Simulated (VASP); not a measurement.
The system is YBe2Al2Au.

```
Y Be Al Au
1.0
     3.93978    0.00000    0.00000
     0.00000    3.93978    0.00000
     0.00000    0.00000    5.18389
Y Be Al Au
1 2 2 1
Direct
  0.00000 0.00000 0.50000
  0.00000 0.50000 0.00000
  0.50000 0.00000 0.00000
  0.50000 0.50000 0.27076
  0.50000 0.50000 0.72924
  0.00000 0.00000 0.00000
```

The cell was generated, and may not be a known phase.

```yaml
Program: VASP 6.6.1
Task: relaxation of cell and atoms
Functional: PBE
Potentials_or_basis: VASP PAW PBE potentials, release 64 (Y_sv, Be, Al, Au)
Cutoff: 600 eV
k_mesh: 4 × 4 × 4
Occupations: gaussian, width 0.1 eV
Spin: no spin polarisation
```

At the start: pressure 45.0 GPa; volume 13.41 Å³/atom.

Q: Where does the relaxation end?

A: Over 9 steps the energy falls by 521.0 meV/atom and the volume is 18.14 Å³/atom (+35.3 %); space group P4/mmm (No. 123, to 0.1 Å) before and after.

The path:
| step | energy change (eV) | largest force (eV/Å) | pressure (GPa) | volume (Å³) |
| --- | --- | --- | --- | --- |
| 1 | 0.0000 | 0.5554 | 45.03 | 80.46 |
| 2 | -2.2102 | 0.0143 | -10.19 | 132.82 |
| 3 | -3.1223 | 0.0548 | -0.11 | 108.99 |
| 4 | -3.1218 | 0.0604 | 0.35 | 108.36 |
| 5 | -3.1245 | 0.0638 | 0.32 | 108.37 |
| 6 | -3.1249 | 0.0669 | 0.31 | 108.37 |
| 7 | -3.1256 | 0.0409 | -0.10 | 108.93 |
| 8 | -3.1256 | 0.0416 | -0.09 | 108.91 |
| 9 | -3.1258 | 0.0238 | -0.06 | 108.85 |

Final structure:
```yaml
crystal:
  lattice:
    - [4.37237, 0.00000, 0.00000]
    - [0.00000, 4.37237, 0.00000]
    - [0.00000, 0.00000, 5.69390]
  atoms:
    - { symbol: Y, position: [0.00000, 0.00000, 0.50000] }
    - { symbol: Be, position: [0.00000, 0.50000, 0.00000] }
    - { symbol: Be, position: [0.50000, 0.00000, 0.00000] }
    - { symbol: Al, position: [0.50000, 0.50000, 0.26578] }
    - { symbol: Al, position: [0.50000, 0.50000, 0.73422] }
    - { symbol: Au, position: [0.00000, 0.00000, 0.00000] }
```

Caveat: the k points lie up to 0.36 Å⁻¹ apart in the final cell, too coarse for converged energies and pressures of a metal; the volume moved by over 15 % at a fixed basis, so the end points are rough.
